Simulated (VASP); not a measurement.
# Al in VASP: single point with r2SCAN

Aim: the single point of Al with r2SCAN.

All numbers are computed with VASP 6.6.1; they aren't measurements. Logs are shortened: lines on timing, memory, paths and dates and some standing lists are left out, and cuts for length are marked.

### 1 The cell of the first run

The cell holds a disordered packing, 11 atoms: a = 6.191 Å, b = 5.523 Å, c = 5.769 Å, α = 89.73°, β = 103.57°, γ = 101.03°.

### 2 Single point, r2SCAN

POSCAR

```
Al
1.0
    6.1182402839     -0.5996535826     -0.7281123315
   -0.5290561700      5.4971503937      0.0107662610
   -0.6926664295     -0.0501569472      5.7274964934
Al
11
Direct
    0.8872007965      0.7746319172      0.9359664509
    0.8893272382      0.7762215017      0.4191644354
    0.5646391266      0.9408592127      0.5973439016
    0.8920901505      0.2654740945      0.9343757153
    0.2372696878      0.6166421527      0.2605652848
    0.5645944400      0.4402572440      0.0980083585
    0.2400498785      0.1052166761      0.7770475747
    0.9035258496      0.2718936007      0.4296416797
    0.2255471574      0.6101075367      0.7663581518
    0.2413495955      0.1075380107      0.2609746046
    0.5643077681      0.4410699540      0.5981210079
```

INCAR.step1

```
SYSTEM = Al
  PREC = Accurate
  ENCUT = 520
  ISMEAR = 0
  SIGMA = 0.1
  LREAL = .FALSE.
  LASPH = .TRUE.
  NELM = 60
  ISYM = 0
  NBANDS = 28
  GGA = PE
  ALGO = Normal
  EDIFF = 1E-4
  LWAVE = .TRUE.
  LCHARG = .FALSE.
```

INCAR.step2

```
SYSTEM = Al
  PREC = Accurate
  ENCUT = 520
  EDIFF = 1E-7
  ISMEAR = 0
  SIGMA = 0.1
  LREAL = .FALSE.
  LASPH = .TRUE.
  NELM = 60
  ALGO = Normal
  ISIF = 2
  LWAVE = .FALSE.
  LCHARG = .FALSE.
  METAGGA = R2SCAN
  LMIXTAU = .TRUE.
  ISYM = 0
  NBANDS = 28
  ISTART = 1
```

KPOINTS

```
regular mesh
0
G
  4 4 4
  0 0 0
```

Potentials or basis: VASP PAW PBE potentials, release 64 (Al).

Started as:

```sh
> cat potpaw_PBE.64/Al/POTCAR > POTCAR
> cp INCAR.step1 INCAR
> mpirun -np 1 vasp_std > vasp.out
> cp INCAR.step2 INCAR
> mpirun -np 1 vasp_std > vasp.out
```

OUTCAR:

```text
SYSTEM = Al
   PREC = Accurate
   ENCUT = 520
   EDIFF = 1E-7
   ISMEAR = 0
   LREAL = .FALSE.
   LASPH = .TRUE.
   NELM = 60
   ISIF = 2
   METAGGA = R2SCAN
   ISYM = 0
   ISTART = 1

 ion  position               nearest neighbor table
   1  0.887  0.775  0.936-   4 2.71   3 2.74   6 2.78   2 2.78   5 2.79   9 2.81   4 2.82  11 2.83
                            10 2.87   7 2.89   2 2.98
   2  0.889  0.776  0.419-   8 2.72   3 2.76   1 2.78   6 2.79   8 2.80   5 2.81   9 2.82  11 2.84
                            10 2.88   7 2.95   1 2.98
   3  0.565  0.941  0.597-  10 2.74   1 2.74   2 2.76  11 2.76   7 2.76  11 2.76   5 2.81   4 2.81
                             8 2.85   9 2.86
   4  0.892  0.265  0.934-   1 2.71   6 2.75  11 2.78  10 2.79   3 2.81   7 2.81   1 2.82   8 2.84
                             9 2.87   5 2.90   8 2.93
   5  0.237  0.617  0.261-  10 2.71   6 2.75  11 2.78   1 2.79   3 2.81   2 2.81  10 2.82   9 2.84
                             8 2.88   4 2.90   9 2.94
   6  0.565  0.440  0.098-   4 2.75   5 2.75   1 2.78  10 2.78   7 2.78   8 2.79   2 2.79   9 2.79
                            11 2.88  11 2.89
   7  0.240  0.105  0.777-   9 2.72   3 2.76   6 2.78  10 2.79   9 2.81   4 2.81   8 2.82  11 2.84
                             1 2.89   2 2.95  10 2.98
   8  0.904  0.272  0.430-   2 2.72   6 2.79  10 2.80   2 2.80  11 2.82   7 2.82   9 2.83   4 2.84
                             3 2.85   5 2.88   4 2.93
   9  0.226  0.610  0.766-   7 2.72   6 2.79   1 2.81   7 2.81  11 2.81   2 2.82   8 2.83   5 2.84
                             3 2.86   4 2.87   5 2.94
  10  0.241  0.108  0.261-   5 2.71   3 2.74   6 2.78   4 2.79   7 2.79   8 2.80   5 2.82  11 2.82
                             1 2.87   2 2.88   7 2.98
  11  0.564  0.441  0.598-   3 2.76   3 2.76   4 2.78   5 2.78   9 2.81   8 2.82  10 2.82   1 2.83
                             7 2.84   2 2.84   6 2.88   6 2.89

IMPORTANT INFORMATION: All symmetrisations will be switched off!
NOSYMM: (Re-)initialisation of all symmetry stuff for point group C_1.

----------------------------------------------------------------------------------------

                                     Primitive cell

  volume of cell :     188.0312

  direct lattice vectors                    reciprocal lattice vectors
     6.118240284 -0.599653583 -0.728112331     0.167447990  0.016075575  0.020391440
    -0.529056170  5.497150394  0.010766261     0.018459880  0.183681524  0.003841023
    -0.692666430 -0.050156947  5.727496493     0.021252253  0.001698344  0.177181410

  length of vectors
     6.190524708  5.522560891  5.769446991     0.169449297  0.184646751  0.178459504

  position of ions in fractional coordinates (direct lattice)
     0.887200796  0.774631917  0.935966451
     0.889327238  0.776221502  0.419164435
     0.564639127  0.940859213  0.597343902
     0.892090151  0.265474095  0.934375715
     0.237269688  0.616642153  0.260565285
     0.564594440  0.440257244  0.098008359
     0.240049879  0.105216676  0.777047575
     0.903525850  0.271893601  0.429641680
     0.225547157  0.610107537  0.766358152
     0.241349595  0.107538011  0.260974605
     0.564307768  0.441069954  0.598121008

  ion indices of the primitive-cell ions
   primitive index   ion index
                 1           1
                 2           2
                 3           3
                 4           4
                 5           5
                 6           6
                 7           7
                 8           8
                 9           9
                10          10
                11          11

----------------------------------------------------------------------------------------

 KPOINTS: regular mesh

Automatic generation of k-mesh.
 Grid dimensions read from file:
 generate k-points for:    4    4    4

 Generating k-lattice:

  Cartesian coordinates                     Fractional coordinates (reciprocal lattice)
     0.041861997  0.004018894  0.005097860     0.250000000  0.000000000  0.000000000
     0.004614970  0.045920381  0.000960256    -0.000000000  0.250000000 -0.000000000
     0.005313063  0.000424586  0.044295353     0.000000000 -0.000000000  0.250000000

  Length of vectors
     0.042362324  0.046161688  0.044614876

  Shift w.r.t. Gamma in fractional coordinates (k-lattice)
     0.000000000  0.000000000  0.000000000

 Subroutine IBZKPT returns following result:
 ===========================================

 Found     36 irreducible k-points:

 Following reciprocal coordinates:
            Coordinates               Weight
  0.000000  0.000000  0.000000      1.000000
  0.250000  0.000000  0.000000      2.000000
  0.500000  0.000000  0.000000      1.000000
  0.000000  0.250000  0.000000      2.000000
  0.250000  0.250000  0.000000      2.000000
  0.500000  0.250000  0.000000      2.000000
[... 16 lines left out ...]
  0.000000 -0.250000  0.250000      2.000000
  0.250000 -0.250000  0.250000      2.000000
 [... further k-points ...]
   k-points           NKPTS =     36   k-points in BZ     NKDIM =     36   number of bands    NBANDS=     28
   number of dos      NEDOS =    301   number of ions     NIONS =     11
   total plane-waves  NPLWV =  96768
   dimension x,y,z NGX =    48 NGY =   42 NGZ =   48
   dimension x,y,z NGXF=    96 NGYF=   84 NGZF=   96
   ions per type =              11
   NGX,Y,Z   is equivalent  to a cutoff of  12.89, 12.64, 13.83 a.u.
   NGXF,Y,Z  is equivalent  to a cutoff of  25.78, 25.29, 27.66 a.u.
 SYSTEM =  Al
   PREC   = accura    normal or accurate (medium, high low for compatibility)
   ISTART =      1    job   : 0-new  1-cont  2-samecut
   ICHARG =      0    charge: 1-file 2-atom 10-const
   ISPIN  =      1    spin polarized calculation?
   LNONCOLLINEAR =      F non collinear calculations
   LSORBIT =      F    spin-orbit coupling
   LASPH  =      T    aspherical Exc in radial PAW
   ENCUT  =  520.0 eV  38.22 Ry    6.18 a.u.  11.51 10.27 10.73*2*pi/ulx,y,z
   NELM   =     60;   NELMIN=  2; NELMDL=  0     # of ELM steps
   EDIFF  = 0.1E-06   stopping-criterion for ELM
   LREAL  =      F    real-space projection
   EDIFFG = 0.1E-05   stopping-criterion for IOM
   NSW    =      0    number of steps for IOM
   IBRION =     -1    ionic relax: 0-MD 1-quasi-New 2-CG
   NFREE  =      0    steps in history (QN), initial steepest desc. (CG)
   ISIF   =      2    stress and relaxation
   ISYM   =      0    0-nonsym 1-usesym 2-fastsym
   POTIM  = 0.5000    time-step for ionic-motion
   TEBEG  =    0.0;   TEEND  =   0.0 temperature during run
   PSTRESS=    0.0 pullay stress
   NELECT =      33.0000    total number of electrons
   NUPDOWN=      -1.0000    fix difference up-down
   EMIN   =  10.00;   EMAX   =-10.00  energy-range for DOS
   EFERMI =   0.00;   METHOD = LEGACY
   ISMEAR =     0;   SIGMA  =   0.10  broadening in eV -4-tet -1-fermi 0-gaus
   EFERMI_NEDOS =   21; number of points for ismear=-14 and -15
   IALGO  =     38    algorithm
   IMIX   =      4    mixing-type and parameters
     AMIX     =   0.40;   BMIX     =  1.00
     AMIX_MAG =   1.60;   BMIX_MAG =  1.00
  volume/ion in A,a.u.               =      17.09       115.35
  Fermi-wavevector in a.u.,A,eV,Ry     =   0.916578  1.732082 11.430465  0.840115
  Thomas-Fermi vector in A             =   2.041449
   LORBIT       =      0    0 simple, 1 ext, 2 COOP (PROOUT), +10 PAW based schemes
   METAGGA = R2SCAN    functional components
   LHFCALC =     F    Hartree Fock is set to
   AEXX    =    0.0000 exact exchange contribution
   IVDW    =     0    specifies the selected vdW correction
   LEPSILON=     F    determine dielectric tensor
   LRPA    =     F    only Hartree local field effects (RPA)
 non-spin polarized calculation
 Gauss-broadening in eV      SIGMA  =   0.10
  energy-cutoff  :      520.00
  volume of cell :      188.03
 maximum number of plane-waves:      5090
 NGX is ok and might be reduce to    48
   NGX = 23   NGY = 21   NGZ = 21

 number of electron      33.0000000 magnetization

 Free energy of the ion-electron system (eV)
  ---------------------------------------------------
  ext. energy  EPLUGINS =         0.00000000
  ---------------------------------------------------
  free energy    TOTEN  =       -73.18494175 eV

  energy without entropy =      -73.16855108  energy(sigma->0) =      -73.17674641

 E-fermi :   7.4221     XC(G=0): -10.6599

 val. band max:        7.4199726279   @ k =   0.0000   0.5000   0.0000
 cond. band min:       7.4241638654   @ k =   0.5000   0.0000   0.0000
 fundamental gap:      0.0041912375
 Fermi energy:         7.4221198595

 k-point     1 :       0.0000    0.0000    0.0000
  band No.  band energies     occupation
      1      -4.1467      2.00000
      2       0.1030      2.00000
      3       0.2089      2.00000
      4       0.6887      2.00000
      5       0.7513      2.00000
      6       1.1247      2.00000
[... 20 lines left out ...]
     27      13.1007      0.00000
     28      13.6084      0.00000

 k-point     2 :       0.2500    0.0000    0.0000
  band No.  band energies     occupation
      1      -3.8778      2.00000
      2      -1.6362      2.00000
      3       0.4496      2.00000
      4       0.9810      2.00000
      5       1.3270      2.00000
      6       1.6717      2.00000
[... 20 lines left out ...]
     27      11.4617      0.00000
     28      12.1117      0.00000

 k-point     3 :       0.5000    0.0000    0.0000
  band No.  band energies     occupation
      1      -3.2638      2.00000
      2      -2.7795      2.00000
      3       0.6531      2.00000
      4       0.7446      2.00000
      5       1.2594      2.00000
      6       1.4886      2.00000
[... 20 lines left out ...]
     27      13.0820      0.00000
     28      13.3195      0.00000

 k-point     4 :       0.0000    0.2500    0.0000
  band No.  band energies     occupation
      1      -3.8236      2.00000
      2      -1.1860      2.00000
      3       0.1086      2.00000
      4       0.8413      2.00000
      5       1.0523      2.00000
      6       1.3049      2.00000
[... 20 lines left out ...]
     27      12.6596      0.00000
     28      12.9785      0.00000

 k-point     5 :       0.2500    0.2500    0.0000
  band No.  band energies     occupation
      1      -3.4442      2.00000
      2      -1.7409      2.00000
      3      -1.1140      2.00000
      4       0.8777      2.00000
      5       1.5629      2.00000
      6       2.1580      2.00000
[... 20 lines left out ...]
     27      12.1629      0.00000
     28      12.5801      0.00000

 k-point     6 :       0.5000    0.2500    0.0000
  band No.  band energies     occupation
      1      -3.0325      2.00000
      2      -2.3894      2.00000
      3      -0.7536      2.00000
      4       0.6182      2.00000
      5       1.0293      2.00000
      6       1.3172      2.00000
[... 463 lines left out ...]
      5      -0.0827      2.00000
      6       0.6291      2.00000
[... 20 lines left out ...]
     27      11.3328      0.00000
     28      11.4617      0.00000

 k-point    22 :      -0.2500    0.5000    0.2500
  band No.  band energies     occupation
      1      -2.6768      2.00000
      2      -2.1040      2.00000
      3      -0.3922      2.00000
      4       0.1110      2.00000
      5       0.5226      2.00000
      6       1.0980      2.00000
[... 20 lines left out ...]
     27      11.6078      0.00000
     28      11.8909      0.00000

 k-point    23 :       0.0000   -0.2500    0.2500
  band No.  band energies     occupation
      1      -3.5475      2.00000
      2      -1.0157      2.00000
      3      -0.7800      2.00000
      4       0.7623      2.00000
      5       0.8708      2.00000
      6       1.0727      2.00000
[... 20 lines left out ...]
     27      12.3507      0.00000
     28      12.6354      0.00000

 k-point    24 :       0.2500   -0.2500    0.2500
  band No.  band energies     occupation
      1      -3.2600      2.00000
      2      -1.3954      2.00000
      3      -0.9132      2.00000
      4      -0.1667      2.00000
      5       0.4535      2.00000
      6       1.6870      2.00000
[... 20 lines left out ...]
     27      12.0348      0.00000
     28      12.2387      0.00000

 [... further k-points ...]
[... 5 lines left out ...]
  --------------------------------------------------------------------------------------
  -------------------------------------------------------------------------------------
  Total       -0.1335021     -0.3165771     -0.3561573      0.1813036      0.1452899     -0.0297021
  in kB       -1.1375451     -2.6974918     -3.0347465      1.5448530      1.2379872     -0.2530861
  external PRESSURE =      -2.2899278 kB  Pullay stress =       0.0000000 kB

 VOLUME and BASIS-vectors are now :
 -----------------------------------------------------------------------------
  energy-cutoff  :      520.00
  volume of cell :      188.03
      direct lattice vectors                 reciprocal lattice vectors
     6.118240284 -0.599653583 -0.728112331     0.167447990  0.016075575  0.020391440
    -0.529056170  5.497150394  0.010766261     0.018459880  0.183681524  0.003841023
    -0.692666430 -0.050156947  5.727496493     0.021252253  0.001698344  0.177181410

 POSITION                                       TOTAL-FORCE (eV/Angst)
 -----------------------------------------------------------------------------------
      4.36997      3.67931      4.72310         0.006878     -0.000098     -0.012385
      4.74011      3.71269      1.76159        -0.014951      0.006490     -0.005666
      2.54307      4.80350      3.02029        -0.001479      0.003720      0.009376
      4.67036      0.87754      4.70495        -0.007161      0.011355      0.002075
      0.94495      3.23443      1.32627         0.003710     -0.012690      0.011182
      3.15352      2.07668      0.15499        -0.003552      0.006924      0.002327
      0.87478      0.39547      4.27689         0.008320     -0.003070      0.009754
      5.08654      0.93129      1.80583        -0.009475     -0.008015     -0.002626
      0.52634      3.18016      4.23166         0.015461      0.002501     -0.000656
      1.23897      0.43334      1.32016        -0.004302     -0.003082     -0.011306
      2.80492      2.05624      3.01961         0.006552     -0.004035     -0.002075
 -----------------------------------------------------------------------------------
    total drift:                                0.000079     -0.000008      0.001134

  FREE ENERGIE OF THE ION-ELECTRON SYSTEM (eV)
  ---------------------------------------------------
  free  energy   TOTEN  =       -73.1849417541 eV

  energy  without entropy=      -73.1685510758  energy(sigma->0) =      -73.17674641
```

It took 11 min on 1 thread of Intel Xeon Platinum 8259CL at 2.50GHz (Skylake/Cascade Lake), shared host; peak memory 0.38 GiB.

What came out:

```yaml
Free_energy: -73.1849 eV
Pressure: -0.2 GPa
Largest_force: 0.017 eV/Å
Band_gap_on_the_k_mesh: zero (an odd number of electrons rules out a gap without spin polarisation)
```

Forces on the atoms (eV/Å):
```
Al   0.007  0.000 -0.012
Al  -0.015  0.006 -0.006
Al  -0.001  0.004  0.009
Al  -0.007  0.011  0.002
Al   0.004 -0.013  0.011
Al  -0.004  0.007  0.002
Al   0.008 -0.003  0.010
Al  -0.009 -0.008 -0.003
Al   0.015  0.003 -0.001
Al  -0.004 -0.003 -0.011
Al   0.007 -0.004 -0.002
```

Caveat: the PAW data sets were made with another functional, which shifts forces and pressure a little.
